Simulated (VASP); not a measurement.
# GaSnH3 (P4/mmm) in VASP: a series of runs, part 2 of 2

VASP 6.6.1. The steps go on from the part before.

## 3. Single point, PBE

This run uses another cell than the first one, of 11.97 Å³/atom.

Input file INCAR:

```
PREC     = Accurate       # precision mode
ENCUT    = 520            # plane-wave cutoff, eV
EDIFF    = 1E-6           # SCF threshold, eV
ISMEAR   = 0              # smearing method
SIGMA    = 0.1            # smearing width, eV
LREAL    = F              # projectors in reciprocal space
LASPH    = T              # aspherical terms in the spheres
NELM     = 60             # most SCF steps
ALGO     = Fast           # electronic algorithm
ISIF     = 2              # what is computed and relaxed
LWAVE    = F              # write WAVECAR
LCHARG   = T              # write CHGCAR
GGA      = PE             # functional
LELF     = T              # ELF
LVHAR    = T            
NBANDS   = 23             # bands
```

Input file KPOINTS:

```
regular mesh
0
Gamma
  10 10 10
```

Input file POSCAR:

```
GaSnH3
1.0
    3.8231423902      0.0000000000      0.0000000000
    0.0000000000      3.8231423902      0.0000000000
    0.0000000000      0.0000000000      4.0930458928
Ga Sn H
1 1 3
Direct
    0.5000000000      0.5000000000      0.5000000000
    0.0000000000      0.0000000000      0.0000000000
    0.0000000000      0.5000000000      0.5000000000
    0.5000000000      0.0000000000      0.5000000000
    0.0000000000      0.0000000000      0.5000000000
```

Potentials or basis: VASP PAW PBE potentials, release 64 (Ga_d, Sn_d, H).

Started as:

```sh
$ cat potpaw_PBE.64/Ga_d/POTCAR potpaw_PBE.64/Sn_d/POTCAR potpaw_PBE.64/H/POTCAR > POTCAR
$ mpirun -np 1 vasp_std > vasp.out
```

OUTCAR:

```text
PREC = Accurate
   ENCUT = 520
   EDIFF = 1E-6
   ISMEAR = 0
   LREAL = F
   LASPH = T
   NELM = 60
   ISIF = 2
   GGA = PE

 ion  position               nearest neighbor table
   1  0.500  0.500  0.500-
   2  0.000  0.000  0.000-   5 2.05   5 2.05
   3  0.000  0.500  0.500-
   4  0.500  0.000  0.500-
   5  0.000  0.000  0.500-   2 2.05   2 2.05

  LATTYP: Found a simple tetragonal cell.
 ALAT       =     3.8231423902
 C/A-ratio  =     1.0705972928

  Lattice vectors:

 A1 = (   3.8231423902,   0.0000000000,   0.0000000000)
 A2 = (   0.0000000000,   3.8231423902,   0.0000000000)
 A3 = (   0.0000000000,   0.0000000000,   4.0930458928)

Analysis of symmetry for initial positions (statically):
=====================================================================
 Subroutine PRICEL returns:
 Original cell was already a primitive cell.

 Routine SETGRP: Setting up the symmetry group for a
 simple tetragonal supercell.

 Subroutine GETGRP returns: Found 16 space group operations
 (whereof 16 operations were pure point group operations)
 out of a pool of 16 trial point group operations.

The static configuration has the point symmetry D_4h.

Analysis of symmetry for dynamics (positions and initial velocities):
=====================================================================
 Subroutine PRICEL returns:
 Original cell was already a primitive cell.

 Routine SETGRP: Setting up the symmetry group for a
 simple tetragonal supercell.

 Subroutine GETGRP returns: Found 16 space group operations
 (whereof 16 operations were pure point group operations)
 out of a pool of 16 trial point group operations.

The dynamic configuration has the point symmetry D_4h.
[... 120 lines left out ...]
   ISMEAR =     0;   SIGMA  =   0.10  broadening in eV -4-tet -1-fermi 0-gaus
   EFERMI_NEDOS =   21; number of points for ismear=-14 and -15
   IALGO  =     68    algorithm
   IMIX   =      4    mixing-type and parameters
     AMIX     =   0.40;   BMIX     =  1.00
     AMIX_MAG =   1.60;   BMIX_MAG =  1.00
  volume/ion in A,a.u.               =      11.97        80.74
  Fermi-wavevector in a.u.,A,eV,Ry     =   1.300627  2.457828 23.016028  1.691630
  Thomas-Fermi vector in A             =   2.431813
   LORBIT       =      0    0 simple, 1 ext, 2 COOP (PROOUT), +10 PAW based schemes
   GGA     = PE    functional components
   LHFCALC =     F    Hartree Fock is set to
   AEXX    =    0.0000 exact exchange contribution
   IVDW    =     0    specifies the selected vdW correction
   LEPSILON=     F    determine dielectric tensor
   LRPA    =     F    only Hartree local field effects (RPA)
 non-spin polarized calculation
 RMM-DIIS sequential band-by-band and
 Gauss-broadening in eV      SIGMA  =   0.10
  energy-cutoff  :      520.00
  volume of cell :       59.83
 maximum number of plane-waves:      1636
   NGX = 15   NGY = 15   NGZ = 15

 number of electron      30.0000011 magnetization

 Free energy of the ion-electron system (eV)
  ---------------------------------------------------
  ext. energy  EPLUGINS =         0.00000000
  ---------------------------------------------------
  free energy    TOTEN  =       -14.08516132 eV

  energy without entropy =      -14.08108582  energy(sigma->0) =      -14.08312357

 E-fermi :   5.4853     XC(G=0): -10.2328

 val. band max:        5.4353690494   @ k =   0.0000   0.0000   0.0000
 cond. band min:       5.5120629582   @ k =   0.5000   0.4000   0.2000
 fundamental gap:      0.0766939088
 Fermi energy:         5.4853295338

 k-point     1 :       0.0000    0.0000    0.0000
  band No.  band energies     occupation
      1     -16.2808      2.00000
      2     -16.2407      2.00000
      3     -16.2197      2.00000
      4     -16.1688      2.00000
      5     -16.1688      2.00000
      6      -9.5841      2.00000
[... 613 lines left out ...]
     22      14.3834      0.00000
     23      15.2259      0.00000

 [... further k-points ...]

------------------------ aborting loop because EDIFF is reached ----------------------------------------

  FORCE on cell =-STRESS in cart. coord.  units (eV):
  Direction    XX          YY          ZZ          XY          YZ          ZX
  --------------------------------------------------------------------------------------
  -------------------------------------------------------------------------------------
  Total       -0.0177061     -0.0177061     -0.0457653      0.0000000     -0.0000000      0.0000000
  in kB       -0.4741840     -0.4741840     -1.2256297      0.0000000     -0.0000000      0.0000000
  external PRESSURE =      -0.7246659 kB  Pullay stress =       0.0000000 kB

 VOLUME and BASIS-vectors are now :
 -----------------------------------------------------------------------------
  energy-cutoff  :      520.00
  volume of cell :       59.83
      direct lattice vectors                 reciprocal lattice vectors
     3.823142390  0.000000000  0.000000000     0.261564937  0.000000000  0.000000000
     0.000000000  3.823142390  0.000000000     0.000000000  0.261564937  0.000000000
     0.000000000  0.000000000  4.093045893     0.000000000  0.000000000  0.244316831

 POSITION                                       TOTAL-FORCE (eV/Angst)
 -----------------------------------------------------------------------------------
      1.91157      1.91157      2.04652         0.000000      0.000000      0.000000
      0.00000      0.00000      0.00000         0.000000      0.000000      0.000000
      0.00000      1.91157      2.04652         0.000000      0.000000      0.000000
      1.91157      0.00000      2.04652         0.000000      0.000000      0.000000
      0.00000      0.00000      2.04652         0.000000      0.000000      0.000000
 -----------------------------------------------------------------------------------
    total drift:                                0.000000      0.000000      0.000000

  FREE ENERGIE OF THE ION-ELECTRON SYSTEM (eV)
  ---------------------------------------------------
  free  energy   TOTEN  =       -14.0851613217 eV

  energy  without entropy=      -14.0810858158  energy(sigma->0) =      -14.08312357
```

OSZICAR:

```text
N       E                     dE             d eps       ncg     rms          rms(c)
DAV:   1     0.205235788045E+03    0.20524E+03   -0.14521E+04  5961   0.201E+03
DAV:   2     0.840382341492E+01   -0.19683E+03   -0.18954E+03  5993   0.447E+02
DAV:   3    -0.142870710231E+02   -0.22691E+02   -0.22455E+02  6965   0.125E+02
DAV:   4    -0.149632517951E+02   -0.67618E+00   -0.67563E+00  6710   0.234E+01
DAV:   5    -0.149862938090E+02   -0.23042E-01   -0.23041E-01  8430   0.408E+00    0.447E+00
RMM:   6    -0.141755802879E+02    0.81071E+00   -0.55756E-01  7621   0.500E+00    0.172E+00
RMM:   7    -0.140845051698E+02    0.91075E-01   -0.25421E-01  7795   0.219E+00    0.421E-01
RMM:   8    -0.140845788149E+02   -0.73645E-04   -0.28183E-02  7978   0.163E+00    0.170E-01
RMM:   9    -0.140850346622E+02   -0.45585E-03   -0.50368E-03  8978   0.519E-01    0.911E-02
RMM:  10    -0.140851315849E+02   -0.96923E-04   -0.10201E-03  9376   0.276E-01    0.220E-02
RMM:  11    -0.140851563463E+02   -0.24761E-04   -0.18541E-04  9618   0.104E-01    0.131E-02
RMM:  12    -0.140851598088E+02   -0.34625E-05   -0.47122E-05  9128   0.580E-02    0.673E-03
RMM:  13    -0.140851609350E+02   -0.11262E-05   -0.13442E-05  7957   0.265E-02    0.184E-03
RMM:  14    -0.140851613217E+02   -0.38671E-06   -0.35842E-06  5939   0.164E-02
   1 F= -.14085161E+02 E0= -.14083124E+02  d E =-.407551E-02
```

stdout:

```text
POSCAR found type information on POSCAR GaSnH
 POSCAR found :  3 types and       5 ions
 scaLAPACK will be used
 LDA part: xc-table for (Slater+PW92), standard interpolation
 POSCAR, INCAR and KPOINTS ok, starting setup
 FFT: planning ... GRIDC
 FFT: planning ... GRID_SOFT
 FFT: planning ... GRID
 WAVECAR not read
 entering main loop
WARNING in EDDRMM: call to ZHEGV failed, returncode =   6  3     21
WARNING in EDDRMM: call to ZHEGV failed, returncode =   6  3     19
```

Run time: 1.7 min. Hardware: 1 thread of Oxide Virtual Turin-like, shared host; peak memory 0.26 GiB.

What came out:

* Free energy: -14.0852 eV
* Pressure: -0.1 GPa
* Band gap on the k mesh: zero (bands 15 and 16 overlap by 4.58 eV)

Levels at points of the mesh, in eV from the Fermi level:
```csv
k point,band 12,band 13,band 14,band 15,band 16,band 17,band 18,band 19
"(0.00, 0.00, 0.00)",-4.10,-2.01,-1.12,-1.08,-0.05,-0.05,5.78,6.65
"(0.50, 0.00, 0.00)",-8.34,-2.51,0.40,0.81,1.03,1.55,2.24,2.35
"(0.50, 0.50, 0.00)",-6.31,-6.31,-5.20,1.00,1.72,1.72,2.19,3.59
"(0.00, 0.00, 0.50)",-8.21,-2.02,-1.78,2.15,2.15,2.45,2.45,2.61
"(0.50, 0.00, 0.50)",-7.35,-6.71,-3.61,-1.00,2.15,3.43,3.56,5.72
"(0.50, 0.50, 0.50)",-5.54,-5.36,-5.36,-4.46,-1.45,-1.45,-0.14,10.15
```

Caveat: spin-orbit coupling is left out, which moves the levels of the heavy elements.

## 4. Relaxation of cell and atoms, PBE

This run uses another cell than the first one, of 11.97 Å³/atom.

Input file INCAR:

```
ALGO = Fast ; EDIFF = 1E-6
EDIFFG = -0.01 ; ENCUT = 600
GGA = PE ; IBRION = 2
ISIF = 3 ; ISMEAR = 0
LASPH = True ; LCHARG = False
LREAL = False ; LWAVE = False
NELM = 60 ; NSW = 100
PREC = Accurate ; SIGMA = 0.1
```

Input file KPOINTS:

```
k-points
0
Gamma
  10 10 10
```

Edit POSCAR of step 3 so:

```diff
@@ -2,5 +2,5 @@
 1.0
-    3.8231423902      0.0000000000      0.0000000000
-    0.0000000000      3.8231423902      0.0000000000
-    0.0000000000      0.0000000000      4.0930458928
+    3.7533338229      0.0000000000      0.0000000000
+    0.0000000000      3.7533338229      0.0000000000
+    0.0000000000      0.0000000000      4.2494151258
 Ga Sn H
```

Started as:

```sh
$ cat potpaw_PBE.64/Ga_d/POTCAR potpaw_PBE.64/Sn_d/POTCAR potpaw_PBE.64/H/POTCAR > POTCAR
$ mpirun -np 1 vasp_std > vasp.out
```

It took 10 min on 1 thread of Oxide Virtual Turin-like, shared host; peak memory 0.3 GiB.

Results (log left out):

| Property | Result |
| --- | --- |
| Free energy | -14.0859 eV |
| Relaxed volume | 11.98 Å³/atom |
| Relaxed cell | a = 3.826 Å, b = 3.826 Å, c = 4.091 Å, α = 90.00°, β = 90.00°, γ = 90.00° |
| Space group after relaxing (to 0.1 Å) | P4/mmm (No. 123) |
| Energy gained by relaxing | 10.4 meV/atom |
| Ionic steps | 7 |
| Pressure after relaxing | 0.0 GPa |
| Band gap on the k mesh | zero (bands 15 and 16 overlap by 4.58 eV) |

Step by step:
| step | energy change (eV) | largest force (eV/Å) | pressure (GPa) | volume (Å³) |
| --- | --- | --- | --- | --- |
| 1 | 0.0000 | 0.0000 | 0.22 | 59.86 |
| 2 | -0.0370 | 0.0000 | -0.06 | 59.99 |
| 3 | -0.0504 | 0.0000 | -0.24 | 60.08 |
| 4 | -0.0516 | 0.0000 | -0.25 | 60.10 |
| 5 | -0.0517 | 0.0000 | -0.25 | 60.11 |
| 6 | -0.0517 | 0.0000 | -0.29 | 60.12 |
| 7 | -0.0519 | 0.0000 | -0.02 | 59.88 |

Final structure:
```cif
data_structure
_symmetry_space_group_name_H-M 'P 1'
_symmetry_Int_Tables_number 1
_cell_length_a 3.8260
_cell_length_b 3.8260
_cell_length_c 4.0907
_cell_angle_alpha 90.000
_cell_angle_beta 90.000
_cell_angle_gamma 90.000
_cell_volume 59.88
loop_
_atom_site_label
_atom_site_type_symbol
_atom_site_fract_x
_atom_site_fract_y
_atom_site_fract_z
_atom_site_occupancy
Ga1 Ga 0.50000 0.50000 0.50000 1
Sn1 Sn 0.00000 0.00000 0.00000 1
H1 H 0.00000 0.50000 0.50000 1
H2 H 0.50000 0.00000 0.50000 1
H3 H 0.00000 0.00000 0.50000 1
```

Levels at points of the mesh, in eV from the Fermi level:
```tsv
k point	band 13	band 14	band 15	band 16	band 17	band 18
(0.00, 0.00, 0.00)	-2.02	-1.11	-1.08	-0.06	-0.06	5.76
(0.50, 0.00, 0.00)	-2.51	0.40	0.82	1.04	1.53	2.25
(0.50, 0.50, 0.00)	-6.31	-5.21	1.00	1.72	1.72	2.19
(0.00, 0.00, 0.50)	-2.03	-1.79	2.14	2.14	2.45	2.45
(0.50, 0.00, 0.50)	-6.71	-3.61	-1.01	2.14	3.42	3.55
(0.50, 0.50, 0.50)	-5.36	-5.36	-4.47	-1.45	-1.45	-0.15
```

Caveat: spin-orbit coupling is left out, which moves the levels of the heavy elements.

## 5. The runs side by side

| task | cell | k mesh | cutoff (eV) | gap on the mesh (eV) | pressure (GPa) | relaxed volume (Å³/atom) |
| --- | --- | --- | --- | --- | --- | --- |
| relaxation of cell and atoms | relaxed from a = 3.900, b = 3.900, c = 5.599 Å, 5 atoms | 4 × 4 × 4 | 600 | none | -0.1 | 11.98 |
| single point | a = 3.823, b = 3.823, c = 4.093 Å, 5 atoms | 10 × 10 × 10 | 520 | none | -0.1 | - |
| relaxation of cell and atoms | relaxed from a = 3.753, b = 3.753, c = 4.249 Å, 5 atoms | 10 × 10 × 10 | 600 | none | 0.0 | 11.98 |

Alike in all rows: level PBE; potentials or basis VASP PAW PBE potentials, release 64 (Ga_d, Sn_d, H); no spin polarisation; smearing gaussian 0.1 eV.

Caveats: some runs use coarse meshes; spin-orbit coupling is left out, which moves the levels of the heavy elements; the volume moved by over 15 % at a fixed basis, so the end points are rough (at least some runs).

Total energies depend on the potentials used, so only differences within one code and one set of settings carry meaning.

The gap in the log of VASP goes by the Fermi energy; the results here count the filled bands.